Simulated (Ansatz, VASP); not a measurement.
# GaB: VASP beside Ansatz

File INCAR:

```
SYSTEM = GaB
ALGO = Normal ; EDIFF = 1E-7
ENCUT = 520 ; GGA = PE
ISIF = 2 ; ISMEAR = -1
LASPH = .TRUE. ; LCHARG = .TRUE.
LELF = .TRUE. ; LREAL = .FALSE.
LVHAR = .TRUE. ; LWAVE = .FALSE.
NBANDS = 15 ; NELM = 60
PREC = Accurate ; SIGMA = 0.05
```

File KPOINTS:

```
k-points
0
G
  6 6 5
  0 0 0
```

POSCAR

```
GaB
1.0
    2.7182400000      0.0000000000      0.0000000000
    0.0000000000      2.7182400000      0.0000000000
    0.0000000000      0.0000000000      3.2362100000
Ga B
1 1
Direct
    0.5000000000      0.5000000000      0.5000000000
    0.0000000000      0.0000000000      0.0000000000
```

input.yaml

```yaml
crystal:
  lattice:
    - [2.71824, 0.0, 0.0]
    - [0.0, 2.71824, 0.0]
    - [0.0, 0.0, 3.23621]
  atoms:
    - { symbol: Ga, position: [0.5, 0.5, 0.5] }
    - { symbol: B, position: [0.0, 0.0, 0.0] }
hamiltonian:
  xc: pbe
  pseudopotentials: { kind: paw }
kpoints:
  mp_grid: { grid: [6, 6, 5] }
  band_path:
    path:
      - [[0.0, 0.0, 0.0], [0.0, 0.5, 0.0], [0.5, 0.5, 0.0], [0.0, 0.0, 0.0], [0.0, 0.0, 0.5], [0.0, 0.5, 0.5], [0.5, 0.5, 0.5], [0.0, 0.0, 0.5]]
      - [[0.0, 0.5, 0.0], [0.0, 0.5, 0.5]]
      - [[0.5, 0.5, 0.0], [0.5, 0.5, 0.5]]
    npoints: 14
scf:
  occupations: { method: fermi_dirac, width: 0.05 }
  n_extra_bands: 6
output:
  forces: true
  stress: true
  eigenvalues: true
  fatbands: false
```

Alike in both runs: functional PBE; k mesh 6 × 6 × 5; occupations fermi-dirac, width 0.05 eV; no spin polarisation.

|  | VASP | Ansatz |
| --- | --- | --- |
| version | VASP 6.6.1 | Ansatz 0.2.0 |
| potentials or method | VASP PAW PBE potentials, release 64 (Ga_d, B) | Ansatz PAW |
| plane-wave cutoff (eV) | 520 | 420 |
| valence electrons in the cell | 16 | 16 |
| task | single point | band structure |

VASP gave:

```
gap on the k mesh at the Fermi level (eV)                     : none
pressure (GPa)                                                : 0.3
traceless stress, the component that is largest in VASP (GPa) : -2.21
```

**Question.** Which values does Ansatz return?

**Answer.** gap on the k mesh at the Fermi level (eV): none; pressure (GPa): 0.1; traceless stress, the component that is largest in VASP (GPa): -2.21.

A gap of «none» marks a metal or a gap that the smearing closes.

The k mesh is coarse, so the values compare programs but aren't converged.
